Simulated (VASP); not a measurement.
Crystal: BaTiO3.

```
Ba Ti O
1.0
     3.99410    0.00000    0.00000
     0.00000    3.99410    0.00000
     0.00000    0.00000    3.99410
Ba Ti O
1 1 3
Cartesian
  0.0000 0.0000 0.0000
  1.9970 1.9970 1.9970
  1.9970 1.9970 0.0000
  1.9970 0.0000 1.9970
  0.0000 1.9970 1.9970
```

Base run:

| Item | Value |
| --- | --- |
| Program | VASP 6.6.1 |
| Functional | r2SCAN |
| Potentials or basis | VASP PAW PBE potentials, release 64 (Ba_sv, Ti_sv, O) |
| Cutoff | 520 eV |
| k mesh | 6 × 6 × 6 |
| Occupations | gaussian, width 0.01 eV |
| Spin | no spin polarisation |

Its results: band gap on the k mesh 2.15 eV (least direct gap 2.30 eV); pressure 2.0 GPa.

Problem. The run is repeated on the same cell with these changes: functional from r2SCAN to HSE06; k mesh from 6 × 6 × 6 to 4 × 4 × 4. What comes out?

Solution. Band gap on the k mesh 3.14 eV (least direct gap 3.26 eV); pressure -0.6 GPa.

Several settings changed at once.

Caveats: the PAW data sets were made with another functional, which shifts forces and pressure a little; spin-orbit coupling is left out, which moves the levels of the heavy elements.

A k mesh can miss the band edges.
